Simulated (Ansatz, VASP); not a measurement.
## One calculation of TiO2, two programs

```
CELL_PARAMETERS angstrom
2.68787 -2.68849 0.00000
2.68787 2.68849 0.00000
-2.61586 0.00000 4.76444
ATOMIC_POSITIONS crystal
Ti 0.86589 0.13411 0.75000
Ti 0.13411 0.86589 0.25000
O 0.08876 0.33122 0.16715
O 0.91124 0.66878 0.83285
O 0.66878 0.91124 0.33285
O 0.33122 0.08876 0.66715
```

Alike in both runs: task single point; functional PBE; k mesh 8 × 8 × 6; occupations fermi-dirac, width 0.05 eV; no spin polarisation.

|  | VASP | Ansatz |
| --- | --- | --- |
| version | VASP 6.6.1 | Ansatz 0.2.0 |
| potentials or method | VASP PAW PBE potentials, release 64 (Ti_sv, O) | Ansatz PAW |
| plane-wave cutoff (eV) | 520 | 420 |
| valence electrons in the cell | 48 | 48 |

Ansatz gave:

* gap on the k mesh at the Fermi level (eV): 2.12
* least direct gap on the mesh (eV): 2.46
* pressure (GPa): 2.6
* traceless stress, the component that is largest in VASP (GPa): 0.52
* rms of the force components (eV/Å): 0.026

Problem. Which values does VASP return?

Solution. gap on the k mesh at the Fermi level (eV): 2.10; least direct gap on the mesh (eV): 2.44; pressure (GPa): 3.3; traceless stress, the component that is largest in VASP (GPa): 0.57; rms of the force components (eV/Å): 0.030.

Atom by atom the forces differ by 0.013 eV/Å (rms over components).
